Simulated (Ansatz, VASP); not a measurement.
Ga2P3: VASP beside Ansatz

```
Ga P
1.0
     2.98589    1.72391    6.68061
    -2.98589    1.72391    6.68061
     0.00000   -3.44781    6.68061
Ga P
4 6
Cartesian
  0.0000 0.0000 17.2764
  0.0000 0.0000 12.7863
  0.0000 0.0000 7.2555
  0.0000 0.0000 2.7654
  -2.2904 0.5193 11.6911
  0.6955 -2.2432 11.6911
  1.5949 1.7239 11.6911
  -1.5949 -1.7239 8.3508
  -0.6955 2.2432 8.3508
  2.2904 -0.5193 8.3508
```

Change from the starting cell: species swapped into the Ag2Br3 type (R-3c, No. 167).

Alike in both runs: functional PBE; k mesh 3 × 3 × 3; occupations gaussian, width 0.1 eV; no spin polarisation.

Ansatz relaxed the structure, and its values are those at the end. VASP's run is a single point on that final structure, the one shown.

|  | VASP | Ansatz |
| --- | --- | --- |
| version | VASP 6.6.1 | Ansatz 0.2.0 |
| potentials or method | VASP PAW PBE potentials, release 64 (Ga_d, P), cutoff 520 eV | scalar-relativistic, plane waves, PAW |
| valence electrons in the cell | 82 | 82 |

|  | VASP | Ansatz | Ansatz less VASP |
| --- | --- | --- | --- |
| gap on the k mesh at the Fermi level (eV) | none | none | - |
| pressure (GPa) | 0.0 | 0.0 | +0.01 |
| rms of the force components (eV/Å) | 0.011 | 0.005 | -0.0052 |

A gap of «none» marks a metal or a gap that the smearing closes.

The k mesh is coarse, so the values compare programs but aren't converged.
